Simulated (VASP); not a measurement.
# Br (Fm-3m) in VASP: single point with PBEsol

Aim: the single point of Br with PBEsol.

All numbers are computed with VASP 6.6.1; they aren't measurements. Logs are shortened: lines on timing, memory, paths and dates and some standing lists are left out, and cuts for length are marked.

### Step 1. The cell of the first run

The structure is cubic, space group Fm-3m (No. 225). The conventional cell has a = 5.740 Å, b = 5.740 Å, c = 5.740 Å, α = 90.00°, β = 90.00°, γ = 90.00°. Within 5.3 Å of Br (site symmetry m-3m) lie 12 Br at 4.06 Å.

### Step 2. Single point, PBEsol

Input file INCAR:

```
  PREC = Accurate
  ENCUT = 500
  EDIFF = 1E-6
  ISMEAR = 0
  SIGMA = 0.1
  LREAL = F
  LASPH = T
  NELM = 120
  ALGO = Normal
  ISIF = 2
  LWAVE = F
  LCHARG = F
  GGA = PS
  NBANDS = 10
  GGA_COMPAT = F
```

Input file KPOINTS:

```
Automatic mesh
0
Gamma
  6 6 6
```

Input file POSCAR:

```
Br
1.0
    0.0000000000      2.8701500000      2.8701500000
    2.8701500000      0.0000000000      2.8701500000
    2.8701500000      2.8701500000      0.0000000000
Br
1
Direct
    0.5000000000      0.5000000000      0.5000000000
```

Potentials or basis: VASP PAW PBE potentials, release 64 (Br).

Started as:

```
cat potpaw_PBE.64/Br/POTCAR > POTCAR
mpirun -np 1 vasp_std > vasp.out
```

OUTCAR:

```text
PREC = Accurate
   ENCUT = 500
   EDIFF = 1E-6
   ISMEAR = 0
   LREAL = F
   LASPH = T
   NELM = 120
   ISIF = 2
   GGA = PS

 ion  position               nearest neighbor table
   1  0.500  0.500  0.500-

  LATTYP: Found a face centered cubic cell.
 ALAT       =     5.7403000000

  Lattice vectors:

 A1 = (   0.0000000000,   2.8701500000,   2.8701500000)
 A2 = (   2.8701500000,   0.0000000000,   2.8701500000)
 A3 = (   2.8701500000,   2.8701500000,   0.0000000000)

Analysis of symmetry for initial positions (statically):
=====================================================================
 Subroutine PRICEL returns:
 Original cell was already a primitive cell.

 Routine SETGRP: Setting up the symmetry group for a
 face centered cubic supercell.

 Subroutine GETGRP returns: Found 48 space group operations
 (whereof 48 operations were pure point group operations)
 out of a pool of 48 trial point group operations.

The static configuration has the point symmetry O_h .

Analysis of symmetry for dynamics (positions and initial velocities):
=====================================================================
 Subroutine PRICEL returns:
 Original cell was already a primitive cell.

 Routine SETGRP: Setting up the symmetry group for a
 face centered cubic supercell.

 Subroutine GETGRP returns: Found 48 space group operations
 (whereof 48 operations were pure point group operations)
 out of a pool of 48 trial point group operations.

The dynamic configuration has the point symmetry O_h .

 Subroutine INISYM returns: Found 48 space group operations
 (whereof 48 operations are pure point group operations),
 and found     1 'primitive' translations

----------------------------------------------------------------------------------------

                                     Primitive cell

  volume of cell :      47.2872

  direct lattice vectors                    reciprocal lattice vectors
     0.000000000  2.870150000  2.870150000    -0.174206923  0.174206923  0.174206923
     2.870150000  0.000000000  2.870150000     0.174206923 -0.174206923  0.174206923
     2.870150000  2.870150000  0.000000000     0.174206923  0.174206923 -0.174206923

  length of vectors
     4.059005056  4.059005056  4.059005056     0.301735242  0.301735242  0.301735242

  position of ions in fractional coordinates (direct lattice)
     0.500000000  0.500000000  0.500000000

  ion indices of the primitive-cell ions
   primitive index   ion index
                 1           1

----------------------------------------------------------------------------------------

 KPOINTS: Automatic mesh

Automatic generation of k-mesh.
 Grid dimensions read from file:
 generate k-points for:    6    6    6

 Generating k-lattice:

  Cartesian coordinates                     Fractional coordinates (reciprocal lattice)
    -0.029034487  0.029034487  0.029034487     0.166666667  0.000000000  0.000000000
     0.029034487 -0.029034487  0.029034487     0.000000000  0.166666667  0.000000000
     0.029034487  0.029034487 -0.029034487     0.000000000  0.000000000  0.166666667

  Length of vectors
     0.050289207  0.050289207  0.050289207

  Shift w.r.t. Gamma in fractional coordinates (k-lattice)
     0.000000000  0.000000000  0.000000000

 Subroutine IBZKPT returns following result:
 ===========================================

 Found     16 irreducible k-points:

 Following reciprocal coordinates:
            Coordinates               Weight
  0.000000  0.000000  0.000000      1.000000
  0.166667  0.000000  0.000000      8.000000
  0.333333  0.000000  0.000000      8.000000
  0.500000  0.000000  0.000000      4.000000
  0.166667  0.166667  0.000000      6.000000
  0.333333  0.166667  0.000000     24.000000
[... 8 lines left out ...]
 -0.333333  0.333333  0.166667     24.000000
 -0.333333  0.500000  0.166667     12.000000
   k-points           NKPTS =     16   k-points in BZ     NKDIM =     16   number of bands    NBANDS=     10
   number of dos      NEDOS =    301   number of ions     NIONS =      1
   total plane-waves  NPLWV =  27000
   dimension x,y,z NGX =    30 NGY =   30 NGZ =   30
   dimension x,y,z NGXF=    60 NGYF=   60 NGZF=   60
   ions per type =               1
   NGX,Y,Z   is equivalent  to a cutoff of  12.29, 12.29, 12.29 a.u.
   NGXF,Y,Z  is equivalent  to a cutoff of  24.57, 24.57, 24.57 a.u.
 SYSTEM =  unknown system
   PREC   = accura    normal or accurate (medium, high low for compatibility)
   ISTART =      0    job   : 0-new  1-cont  2-samecut
   ICHARG =      2    charge: 1-file 2-atom 10-const
   ISPIN  =      1    spin polarized calculation?
   LNONCOLLINEAR =      F non collinear calculations
   LSORBIT =      F    spin-orbit coupling
   LASPH  =      T    aspherical Exc in radial PAW
   ENCUT  =  500.0 eV  36.75 Ry    6.06 a.u.   7.40  7.40  7.40*2*pi/ulx,y,z
   NELM   =    120;   NELMIN=  2; NELMDL= -5     # of ELM steps
   EDIFF  = 0.1E-05   stopping-criterion for ELM
   LREAL  =      F    real-space projection
   EDIFFG = 0.1E-04   stopping-criterion for IOM
   NSW    =      0    number of steps for IOM
   IBRION =     -1    ionic relax: 0-MD 1-quasi-New 2-CG
   NFREE  =      0    steps in history (QN), initial steepest desc. (CG)
   ISIF   =      2    stress and relaxation
   ISYM   =      2    0-nonsym 1-usesym 2-fastsym
   POTIM  = 0.5000    time-step for ionic-motion
   TEBEG  =    0.0;   TEEND  =   0.0 temperature during run
   PSTRESS=    0.0 pullay stress
   NELECT =       7.0000    total number of electrons
   NUPDOWN=      -1.0000    fix difference up-down
   EMIN   =  10.00;   EMAX   =-10.00  energy-range for DOS
   EFERMI =   0.00;   METHOD = LEGACY
   ISMEAR =     0;   SIGMA  =   0.10  broadening in eV -4-tet -1-fermi 0-gaus
   EFERMI_NEDOS =   21; number of points for ismear=-14 and -15
   IALGO  =     38    algorithm
   IMIX   =      4    mixing-type and parameters
     AMIX     =   0.40;   BMIX     =  1.00
     AMIX_MAG =   1.60;   BMIX_MAG =  1.00
  volume/ion in A,a.u.               =      47.29       319.11
  Fermi-wavevector in a.u.,A,eV,Ry     =   0.866017  1.636534 10.204164  0.749985
  Thomas-Fermi vector in A             =   1.984344
   LORBIT       =      0    0 simple, 1 ext, 2 COOP (PROOUT), +10 PAW based schemes
   GGA     = PS    functional components
   LHFCALC =     F    Hartree Fock is set to
   AEXX    =    0.0000 exact exchange contribution
   IVDW    =     0    specifies the selected vdW correction
   LEPSILON=     F    determine dielectric tensor
   LRPA    =     F    only Hartree local field effects (RPA)
 non-spin polarized calculation
 Gauss-broadening in eV      SIGMA  =   0.10
  energy-cutoff  :      500.00
  volume of cell :       47.29
 maximum number of plane-waves:      1243
 NGX is ok and might be reduce to    30
   NGX = 15   NGY = 15   NGZ = 15

 number of electron       6.9999998 magnetization

 Free energy of the ion-electron system (eV)
  ---------------------------------------------------
  ext. energy  EPLUGINS =         0.00000000
  ---------------------------------------------------
  free energy    TOTEN  =        -0.65538095 eV

  energy without entropy =       -0.62844951  energy(sigma->0) =       -0.64191523

 E-fermi :  -3.0893     XC(G=0):  -6.9280

 val. band max:       -3.1113277798   @ k =   0.3333   0.1667   0.0000
 cond. band min:      -3.0250278805   @ k =  -0.3333   0.1667   0.0000
 fundamental gap:      0.0862998993
 Fermi energy:        -3.0892764562

 k-point     1 :       0.0000    0.0000    0.0000
  band No.  band energies     occupation
      1     -16.1801      2.00000
      2      -2.8060      0.00006
      3      -2.8060      0.00006
      4      -2.8060      0.00006
      5       3.0285      0.00000
      6       8.9841      0.00000
      7       8.9841      0.00000
      8       8.9841      0.00000
      9      11.5857      0.00000
     10      11.5857      0.00000

 k-point     2 :       0.1667    0.0000    0.0000
  band No.  band energies     occupation
      1     -16.1160      2.00000
      2      -3.3894      1.99998
      3      -2.8620      0.00131
      4      -2.8620      0.00131
      5       3.8387      0.00000
      6       8.1338      0.00000
      7       9.2233      0.00000
      8       9.2233      0.00000
      9      11.0109      0.00000
     10      11.0109      0.00000

 k-point     3 :       0.3333    0.0000    0.0000
  band No.  band energies     occupation
      1     -15.9824      2.00000
      2      -4.3107      2.00000
      3      -2.9691      0.08919
      4      -2.9691      0.08919
      5       4.9257      0.00000
      6       7.8854      0.00000
      7       8.8883      0.00000
      8       8.8883      0.00000
      9      11.9622      0.00000
     10      11.9625      0.00000

 k-point     4 :       0.5000    0.0000    0.0000
  band No.  band energies     occupation
      1     -15.9127      2.00000
      2      -4.7025      2.00000
      3      -3.0203      0.32945
      4      -3.0203      0.32944
      5       5.0937      0.00000
      6       8.3742      0.00000
      7       8.5871      0.00000
      8       8.5871      0.00000
      9      12.0946      0.00000
     10      13.6771      0.00000
[... 118 lines left out ...]
 k-point    14 :       0.5000    0.3333    0.1667
  band No.  band energies     occupation
      1     -15.8937      2.00000
      2      -4.2552      2.00000
      3      -3.5808      2.00000
      4      -3.2095      1.91102
      5       6.0085      0.00000
      6       7.0863      0.00000
      7       7.4683      0.00000
      8      10.2448      0.00000
      9      11.4165      0.00000
     10      14.2592      0.00000

 k-point    15 :      -0.3333    0.3333    0.1667
  band No.  band energies     occupation
      1     -15.8472      2.00000
      2      -4.2899      2.00000
      3      -3.8137      2.00000
      4      -3.3201      1.99890
      5       6.3607      0.00000
      6       6.8556      0.00000
      7       8.0253      0.00000
      8       9.7390      0.00000
      9      12.1390      0.00000
     10      13.7432      0.00000

 k-point    16 :      -0.3333    0.5000    0.1667
  band No.  band energies     occupation
      1     -15.8254      2.00000
      2      -4.2944      2.00000
      3      -3.7583      2.00000
      4      -3.5133      2.00000
      5       5.6161      0.00000
      6       6.8070      0.00000
      7       8.7107      0.00000
      8       9.9894      0.00000
      9      13.5607      0.00000
     10      14.3194      0.00000

------------------------ aborting loop because EDIFF is reached ----------------------------------------

  FORCE on cell =-STRESS in cart. coord.  units (eV):
  Direction    XX          YY          ZZ          XY          YZ          ZX
  --------------------------------------------------------------------------------------
  -------------------------------------------------------------------------------------
  Total       -1.0695609     -1.0695609     -1.0695609      0.0000000      0.0000000     -0.0000000
  in kB      -36.2386776    -36.2386776    -36.2386776      0.0000000      0.0000000     -0.0000000
  external PRESSURE =     -36.2386776 kB  Pullay stress =       0.0000000 kB

 VOLUME and BASIS-vectors are now :
 -----------------------------------------------------------------------------
  energy-cutoff  :      500.00
  volume of cell :       47.29
      direct lattice vectors                 reciprocal lattice vectors
     0.000000000  2.870150000  2.870150000    -0.174206923  0.174206923  0.174206923
     2.870150000  0.000000000  2.870150000     0.174206923 -0.174206923  0.174206923
     2.870150000  2.870150000  0.000000000     0.174206923  0.174206923 -0.174206923

 POSITION                                       TOTAL-FORCE (eV/Angst)
 -----------------------------------------------------------------------------------
      2.87015      2.87015      2.87015         0.000000     -0.000000     -0.000000
 -----------------------------------------------------------------------------------
    total drift:                               -0.000000     -0.000000      0.000000

  FREE ENERGIE OF THE ION-ELECTRON SYSTEM (eV)
  ---------------------------------------------------
  free  energy   TOTEN  =        -0.6553809528 eV

  energy  without entropy=       -0.6284495065  energy(sigma->0) =       -0.64191523
```

Wall time 8.9 s (1 thread of Intel Xeon 8259CL, shared host); peak memory 0.16 GiB.

What came out:

| Property | Result |
| --- | --- |
| Free energy | -0.6554 eV |
| Pressure | -3.6 GPa |

Caveat: the PAW data sets were made with another functional, which shifts forces and pressure a little; an odd number of electrons without spin polarisation forces a metal; a magnetic or distorted state may lie lower.
